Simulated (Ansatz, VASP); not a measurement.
## Two plane-wave programs on InP

```xyz
2
Lattice="0.0000 2.9012 2.9305 2.9305 0.0000 2.9305 2.9305 2.9012 0.0000" Properties=species:S:1:pos:R:3 pbc="T T T"
In    0.0000    0.0000    0.0000
P     4.3957    4.3518    4.3957
```

Change from the starting cell: strain -0.0100 x Voigt [0, 1, 0, 0, 0, 0], atoms carried along.

Alike in both runs: task single point; functional PBE; k mesh 8 × 8 × 8; occupations gaussian, width 0.05 eV; no spin polarisation.

```csv
,VASP,Ansatz
version,VASP 6.6.1,Ansatz 0.2.0
potentials or method,"VASP PAW PBE potentials, release 64 (In_d, P), cutoff 520 eV","scalar-relativistic, plane waves, PAW"
valence electrons in the cell,18,18
```

```tsv
	VASP	Ansatz	Ansatz less VASP
gap on the k mesh at the Fermi level (eV)	0.74	0.74	+0.003
least direct gap on the mesh (eV)	0.74	0.74	+0.003
pressure (GPa)	4.0	4.1	+0.06
traceless stress, the component that is largest in VASP (GPa)	0.26	0.26	0.000
```

The functional is the same, so the differences come from potentials, cutoffs and numerics.
